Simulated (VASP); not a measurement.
**Co: single point with PBE**

Crystal: Co.

```
CELL_PARAMETERS angstrom
2.53437 0.00000 0.00000
-1.26719 2.19483 0.00000
0.00000 0.00000 3.79172
ATOMIC_POSITIONS crystal
Co 0.66667 0.33333 0.25000
Co 0.33333 0.66667 0.75000
```

This cell differs from its parent crystal: uniaxial strain along c: -6.0 %, then relaxed in part.

```json
{"Program": "VASP 6.6.1", "Task": "single point", "Functional": "PBE", "Potentials or basis": "VASP PAW PBE potentials, release 64 (Co)", "Cutoff": "520 eV", "k mesh": "24 × 24 × 14", "Occupations": "gaussian, width 0.1 eV", "Spin": "collinear spin, ferromagnetic start", "Starting moments": "[1.84, 1.84] μB", "Dipole correction": "no", "Further INCAR settings": "ALGO = Fast; EDIFF = 1e-07; NBANDS = 20"}
```

| Item | Value |
| --- | --- |
| Pressure | 7.2 GPa |
| Net moment | 3.13 μB per cell |
| Site moments | Co +1.58 μB |
| Valence electrons inside the program's atomic spheres | Co 8.34 |

Stress tensor (GPa, compression positive):
```
-0.56  0.00  0.00
 0.00 -0.56  0.00
 0.00  0.00 22.73
```

Levels at points of the mesh, in eV from the Fermi level:
Spin up:
```csv
k point,band 9,band 10,band 11,band 12,band 13,band 14
"(0.00, 0.00, 0.00)",-2.14,-0.67,-0.67,0.91,7.84,21.24
"(0.50, 0.00, 0.00)",-0.59,-0.31,1.23,3.20,10.55,11.23
"(0.00, 0.00, 0.50)",-0.99,-0.99,-0.99,-0.99,17.47,17.47
"(0.50, 0.00, 0.50)",-0.67,-0.67,1.62,1.62,7.41,7.41
```
Spin down:
```tsv
k point	band 5	band 6	band 7	band 8	band 9	band 10
(0.00, 0.00, 0.00)	-0.53	-0.53	-0.52	-0.51	-0.51	0.85
(0.50, 0.00, 0.00)	-1.51	-0.82	-0.29	1.02	1.29	1.51
(0.00, 0.00, 0.50)	-1.23	-1.23	-1.23	-1.23	0.78	0.78
(0.50, 0.00, 0.50)	-0.25	-0.25	0.23	0.23	1.19	1.19
```

It took 3.9 min on 1 thread of Intel(R) Xeon(R) 6975P-C (Granite Rapids) (shared host), peak memory 0.37 GiB.

Caveat: the cell differs from its parent crystal (uniaxial strain along c: -6.0 %, then relaxed in part); the stress differs along the axes, from -1 to 23 GPa.
